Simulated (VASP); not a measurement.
The system is KOs.

```
CELL_PARAMETERS angstrom
2.76935 0.00000 0.00000
-1.38468 2.39833 0.00000
0.00000 0.00000 5.81113
ATOMIC_POSITIONS crystal
K 0.33333 0.66667 0.50000
Os 0.00000 0.00000 0.00000
```

The cell was generated, and may not be a known phase.

```yaml
Program: VASP 6.6.1
Task: relaxation of cell and atoms
Functional: PBE
Potentials_or_basis: VASP PAW PBE potentials, release 64 (K_sv, Os)
Cutoff: 600 eV
k_mesh: 24 × 24 × 10
Occupations: gaussian, width 0.1 eV
Spin: no spin polarisation
```

At the start: pressure 0.8 GPa; volume 19.30 Å³/atom.

Task: Where does the relaxation end?

Result: Over 4 steps the energy falls by 6.1 meV/atom and the volume is 19.41 Å³/atom (+0.6 %); space group P-6m2 (No. 187, to 0.1 Å) before and after.

The path:
| step | energy change (eV) | largest force (eV/Å) | pressure (GPa) | volume (Å³) |
| --- | --- | --- | --- | --- |
| 1 | 0.0000 | 0.0000 | 0.77 | 38.60 |
| 2 | -0.0112 | 0.0000 | -0.90 | 39.12 |
| 3 | -0.0123 | 0.0000 | -0.08 | 38.84 |
| 4 | -0.0123 | 0.0000 | -0.03 | 38.82 |

Final structure:
```
CELL_PARAMETERS angstrom
2.77649 0.00000 0.00000
-1.38825 2.40451 0.00000
0.00000 0.00000 5.81435
ATOMIC_POSITIONS crystal
K 0.33333 0.66667 0.50000
Os 0.00000 0.00000 0.00000
```
